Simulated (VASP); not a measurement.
# La (Fd-3m) in VASP: single point with PBE

Aim: the single point of La with PBE.

Program: VASP 6.6.1. These are calculated values, not measurements. Logs are shortened: lines on timing, memory, paths and dates and some standing lists are left out, and cuts for length are marked.

**1. The cell of the first run**

Symmetry: Fd-3m, No. 227, cubic system. The conventional cell has a = 6.701 Å, b = 6.701 Å, c = 6.701 Å, α = 90.00°, β = 90.00°, γ = 90.00°. La (site symmetry -43m) has 4 La at 2.90 Å within 3.8 Å.

**2. Single point, PBE**

INCAR reads:

```
SYSTEM = La
PREC = Accurate ; ENCUT = 520
EDIFF = 1E-7 ; ISMEAR = -1
SIGMA = 0.13605693000000002 ; LREAL = .FALSE.
LASPH = .TRUE. ; NELM = 100
ALGO = Normal ; ISIF = 2
LWAVE = .FALSE. ; LCHARG = .TRUE.
GGA = PE ; LELF = .TRUE.
LVHAR = .TRUE. ; NBANDS = 18
```

KPOINTS reads:

```
regular mesh
0
G
  8 8 8
  0 0 0
```

POSCAR reads:

```
La
1.0
    0.0000000000      3.3506718783      3.3506718783
    3.3506718783      0.0000000000      3.3506718783
    3.3506718783      3.3506718783      0.0000000000
La
2
Direct
    0.0000000000      0.0000000000      0.0000000000
    0.2500000000      0.2500000000      0.2500000000
```

Potentials or basis: VASP PAW PBE potentials, release 64 (La).

The run is started by

```
$ cat potpaw_PBE.64/La/POTCAR > POTCAR
$ mpirun -np 1 vasp_std > vasp.out
```

OUTCAR:

```text
SYSTEM = La
   PREC = Accurate
   ENCUT = 520
   EDIFF = 1E-7
   ISMEAR = -1
   LREAL = .FALSE.
   LASPH = .TRUE.
   NELM = 100
   ISIF = 2
   GGA = PE

 ion  position               nearest neighbor table
   1  0.000  0.000  0.000-   2 2.90   2 2.90   2 2.90   2 2.90
   2  0.250  0.250  0.250-   1 2.90   1 2.90   1 2.90   1 2.90

  LATTYP: Found a face centered cubic cell.
 ALAT       =     6.7013437566

  Lattice vectors:

 A1 = (   0.0000000000,   3.3506718783,   3.3506718783)
 A2 = (   3.3506718783,   0.0000000000,   3.3506718783)
 A3 = (   3.3506718783,   3.3506718783,   0.0000000000)

Analysis of symmetry for initial positions (statically):
=====================================================================
 Subroutine PRICEL returns:
 Original cell was already a primitive cell.

 Routine SETGRP: Setting up the symmetry group for a
 face centered cubic supercell.

 Subroutine GETGRP returns: Found 48 space group operations
 (whereof 24 operations were pure point group operations)
 out of a pool of 48 trial point group operations.

The static configuration has the point symmetry T_d .
 The point group associated with its full space group is O_h .

Analysis of symmetry for dynamics (positions and initial velocities):
=====================================================================
 Subroutine PRICEL returns:
 Original cell was already a primitive cell.

 Routine SETGRP: Setting up the symmetry group for a
 face centered cubic supercell.

 Subroutine GETGRP returns: Found 48 space group operations
 (whereof 24 operations were pure point group operations)
 out of a pool of 48 trial point group operations.

The dynamic configuration has the point symmetry T_d .
 The point group associated with its full space group is O_h .

 Subroutine INISYM returns: Found 48 space group operations
 (whereof 24 operations are pure point group operations),
 and found     1 'primitive' translations

----------------------------------------------------------------------------------------

                                     Primitive cell

  volume of cell :      75.2360

  direct lattice vectors                    reciprocal lattice vectors
     0.000000000  3.350671878  3.350671878    -0.149223803  0.149223803  0.149223803
     3.350671878  0.000000000  3.350671878     0.149223803 -0.149223803  0.149223803
     3.350671878  3.350671878  0.000000000     0.149223803  0.149223803 -0.149223803

  length of vectors
     4.738565613  4.738565613  4.738565613     0.258463208  0.258463208  0.258463208

  position of ions in fractional coordinates (direct lattice)
     0.000000000  0.000000000  0.000000000
     0.250000000  0.250000000  0.250000000

  ion indices of the primitive-cell ions
   primitive index   ion index
                 1           1
                 2           2

----------------------------------------------------------------------------------------

 KPOINTS: regular mesh

Automatic generation of k-mesh.
 Grid dimensions read from file:
 generate k-points for:    8    8    8

 Generating k-lattice:

  Cartesian coordinates                     Fractional coordinates (reciprocal lattice)
    -0.018652975  0.018652975  0.018652975     0.125000000  0.000000000  0.000000000
     0.018652975 -0.018652975  0.018652975     0.000000000  0.125000000  0.000000000
     0.018652975  0.018652975 -0.018652975     0.000000000  0.000000000  0.125000000

  Length of vectors
     0.032307901  0.032307901  0.032307901

  Shift w.r.t. Gamma in fractional coordinates (k-lattice)
     0.000000000  0.000000000  0.000000000

 Subroutine IBZKPT returns following result:
 ===========================================

 Found     29 irreducible k-points:

 Following reciprocal coordinates:
            Coordinates               Weight
  0.000000  0.000000  0.000000      1.000000
  0.125000  0.000000  0.000000      8.000000
  0.250000  0.000000  0.000000      8.000000
  0.375000  0.000000  0.000000      8.000000
  0.500000  0.000000  0.000000      4.000000
  0.125000  0.125000  0.000000      6.000000
[... 16 lines left out ...]
  0.500000  0.250000  0.125000     48.000000
 -0.375000  0.250000  0.125000     24.000000
 [... further k-points ...]
   k-points           NKPTS =     29   k-points in BZ     NKDIM =     29   number of bands    NBANDS=     18
   number of dos      NEDOS =    301   number of ions     NIONS =      2
   total plane-waves  NPLWV =  46656
   dimension x,y,z NGX =    36 NGY =   36 NGZ =   36
   dimension x,y,z NGXF=    72 NGYF=   72 NGZF=   72
   ions per type =               2
   NGX,Y,Z   is equivalent  to a cutoff of  12.63, 12.63, 12.63 a.u.
   NGXF,Y,Z  is equivalent  to a cutoff of  25.26, 25.26, 25.26 a.u.
 SYSTEM =  La
   PREC   = accura    normal or accurate (medium, high low for compatibility)
   ISTART =      0    job   : 0-new  1-cont  2-samecut
   ICHARG =      2    charge: 1-file 2-atom 10-const
   ISPIN  =      1    spin polarized calculation?
   LNONCOLLINEAR =      F non collinear calculations
   LSORBIT =      F    spin-orbit coupling
   LASPH  =      T    aspherical Exc in radial PAW
   ENCUT  =  520.0 eV  38.22 Ry    6.18 a.u.   8.81  8.81  8.81*2*pi/ulx,y,z
   NELM   =    100;   NELMIN=  2; NELMDL= -5     # of ELM steps
   EDIFF  = 0.1E-06   stopping-criterion for ELM
   LREAL  =      F    real-space projection
   EDIFFG = 0.1E-05   stopping-criterion for IOM
   NSW    =      0    number of steps for IOM
   IBRION =     -1    ionic relax: 0-MD 1-quasi-New 2-CG
   NFREE  =      0    steps in history (QN), initial steepest desc. (CG)
   ISIF   =      2    stress and relaxation
   ISYM   =      2    0-nonsym 1-usesym 2-fastsym
   POTIM  = 0.5000    time-step for ionic-motion
   TEBEG  =    0.0;   TEEND  =   0.0 temperature during run
   PSTRESS=    0.0 pullay stress
   NELECT =      22.0000    total number of electrons
   NUPDOWN=      -1.0000    fix difference up-down
   EMIN   =  10.00;   EMAX   =-10.00  energy-range for DOS
   EFERMI =   0.00;   METHOD = LEGACY
   ISMEAR =    -1;   SIGMA  =   0.14  broadening in eV -4-tet -1-fermi 0-gaus
   EFERMI_NEDOS =   21; number of points for ismear=-14 and -15
   IALGO  =     38    algorithm
   IMIX   =      4    mixing-type and parameters
     AMIX     =   0.40;   BMIX     =  1.00
     AMIX_MAG =   1.60;   BMIX_MAG =  1.00
  volume/ion in A,a.u.               =      37.62       253.86
  Fermi-wavevector in a.u.,A,eV,Ry     =   1.086610  2.053396 16.064698  1.180722
  Thomas-Fermi vector in A             =   2.222751
   LORBIT       =      0    0 simple, 1 ext, 2 COOP (PROOUT), +10 PAW based schemes
   GGA     = PE    functional components
   LHFCALC =     F    Hartree Fock is set to
   AEXX    =    0.0000 exact exchange contribution
   IVDW    =     0    specifies the selected vdW correction
   LEPSILON=     F    determine dielectric tensor
   LRPA    =     F    only Hartree local field effects (RPA)
 non-spin polarized calculation
  energy-cutoff  :      520.00
  volume of cell :       75.24
 maximum number of plane-waves:      2085
   NGX = 17   NGY = 17   NGZ = 17

 number of electron      22.0000000 magnetization

 Free energy of the ion-electron system (eV)
  ---------------------------------------------------
  ext. energy  EPLUGINS =         0.00000000
  ---------------------------------------------------
  free energy    TOTEN  =        -7.80100668 eV

  energy without entropy =       -7.65086423  energy(sigma->0) =       -7.72593545

 E-fermi :   7.3298     XC(G=0):  -9.2464

 val. band max:        7.3151737478   @ k =   0.5000   0.3750   0.1250
 cond. band min:       7.3471250284   @ k =   0.3750   0.0000   0.0000
 fundamental gap:      0.0319512805
 Fermi energy:         7.3297768939

 k-point     1 :       0.0000    0.0000    0.0000
  band No.  band energies     occupation
      1     -26.2042      2.00000
      2     -24.5600      2.00000
      3     -10.3901      2.00000
      4     -10.3901      2.00000
      5     -10.3901      2.00000
      6      -8.3098      2.00000
[... 10 lines left out ...]
     17       9.0044      0.00001
     18       9.0044      0.00001

 k-point     2 :       0.1250    0.0000    0.0000
  band No.  band energies     occupation
      1     -26.1633      2.00000
      2     -24.6137      2.00000
      3     -10.4360      2.00000
      4     -10.4360      2.00000
      5     -10.3915      2.00000
      6      -8.2776      2.00000
[... 10 lines left out ...]
     17       8.9115      0.00002
     18       9.0105      0.00001

 k-point     3 :       0.2500    0.0000    0.0000
  band No.  band energies     occupation
      1     -26.0513      2.00000
      2     -24.7566      2.00000
      3     -10.5373      2.00000
      4     -10.5373      2.00000
      5     -10.4029      2.00000
      6      -8.1855      2.00000
[... 10 lines left out ...]
     17       9.0372      0.00001
     18       9.0681      0.00001

 k-point     4 :       0.3750    0.0000    0.0000
  band No.  band energies     occupation
      1     -25.9087      2.00000
      2     -24.9298      2.00000
      3     -10.6281      2.00000
      4     -10.6281      2.00000
      5     -10.4243      2.00000
      6      -8.0738      2.00000
[... 375 lines left out ...]
      4     -10.6569      2.00000
      5     -10.0855      2.00000
      6      -8.5120      2.00000
[... 10 lines left out ...]
     17       8.9173      0.00002
     18       8.9303      0.00002

 k-point    23 :       0.5000    0.2500    0.1250
  band No.  band energies     occupation
      1     -25.8040      2.00000
      2     -25.0510      2.00000
      3     -10.9031      2.00000
      4     -10.7365      2.00000
      5      -9.9606      2.00000
      6      -8.5627      2.00000
[... 10 lines left out ...]
     17       8.9657      0.00001
     18       9.0948      0.00000

 k-point    24 :      -0.3750    0.2500    0.1250
  band No.  band energies     occupation
      1     -25.7201      2.00000
      2     -25.1449      2.00000
      3     -10.9478      2.00000
      4     -10.7730      2.00000
      5      -9.9090      2.00000
      6      -8.5798      2.00000
[... 10 lines left out ...]
     17       9.1072      0.00000
     18       9.4349      0.00000

 [... further k-points ...]
[... 5 lines left out ...]
  --------------------------------------------------------------------------------------
  -------------------------------------------------------------------------------------
  Total       -0.0521836     -0.0521836     -0.0521836     -0.0000000     -0.0000000     -0.0000000
  in kB       -1.1112688     -1.1112688     -1.1112688     -0.0000000     -0.0000000     -0.0000000
  external PRESSURE =      -1.1112688 kB  Pullay stress =       0.0000000 kB

 VOLUME and BASIS-vectors are now :
 -----------------------------------------------------------------------------
  energy-cutoff  :      520.00
  volume of cell :       75.24
      direct lattice vectors                 reciprocal lattice vectors
     0.000000000  3.350671878  3.350671878    -0.149223803  0.149223803  0.149223803
     3.350671878  0.000000000  3.350671878     0.149223803 -0.149223803  0.149223803
     3.350671878  3.350671878  0.000000000     0.149223803  0.149223803 -0.149223803

 POSITION                                       TOTAL-FORCE (eV/Angst)
 -----------------------------------------------------------------------------------
      0.00000      0.00000      0.00000         0.000000      0.000000      0.000000
      1.67534      1.67534      1.67534        -0.000000     -0.000000     -0.000000
 -----------------------------------------------------------------------------------
    total drift:                                0.000000      0.000000      0.000000

  FREE ENERGIE OF THE ION-ELECTRON SYSTEM (eV)
  ---------------------------------------------------
  free  energy   TOTEN  =        -7.8010066751 eV

  energy  without entropy=       -7.6508642268  energy(sigma->0) =       -7.72593545
```

Wall time 41 s (1 thread of Intel Xeon Platinum 8375C at 2.90GHz (Ice Lake), shared host); peak memory 0.22 GiB.

What came out:

```yaml
Free_energy: -7.8010 eV
Pressure: -0.1 GPa
Band_gap_on_the_k_mesh: zero (band 11 reaches 7.48 eV, above the bottom of band 12 at 7.13 eV)
```

Caveat: spin-orbit coupling is left out, which moves the levels of the heavy elements.
